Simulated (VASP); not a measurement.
Runs of VASP 6.6.1 on TaRu2. The structure is that of space group Fm-3m (No. 225), or close to it. The cells are those of the table. The cell was built from a structure type or drawn by symmetry, and may not be a known phase.

```csv
task,spin,cell,k mesh,cutoff (eV),gap on the mesh (eV),pressure (GPa),relaxed volume (Å³/atom)
single point,off,"a = 4.229 Å, angles 60.0°, 3 atoms",6 × 6 × 6,520,none,0.3,-
single point,off,"a = 4.229 Å, angles 60.0°, 3 atoms",14 × 14 × 14,520,none,0.3,-
relaxation of cell and atoms,off,"relaxed from a = 3.922 Å, angles 60.0°, 3 atoms",6 × 6 × 6,600,none,0.1,(a)
relaxation of cell and atoms,off,"relaxed from a = 4.229 Å, angles 60.0°, 3 atoms",14 × 14 × 14,600,none,0.0,17.85
single point,off,"a = 3.922 Å, angles 60.0°, 3 atoms",6 × 6 × 6,520,none,73.1,-
single point,"collinear, ferromagnetic start","a = 4.229 Å, angles 60.0°, 3 atoms",6 × 6 × 6,520,none,0.2,-
```

Alike in all rows: level PBE; potentials or basis VASP PAW PBE potentials, release 64 (Ta_pv, Ru_pv); smearing gaussian 0.1 eV.

Q: Fill in the values left out.

A: (a) 17.84.

Caveats: spin-orbit coupling is left out, which moves the levels of the heavy elements; the volume moved by over 15 % at a fixed basis, so the end points are rough (at least some runs); the cell stands under pressure (at least some runs).

A k mesh can miss the band edges, and the runs leave out spin-orbit coupling on Ru, Ta.

A gap of «none» marks levels without a gap at the run's occupations.
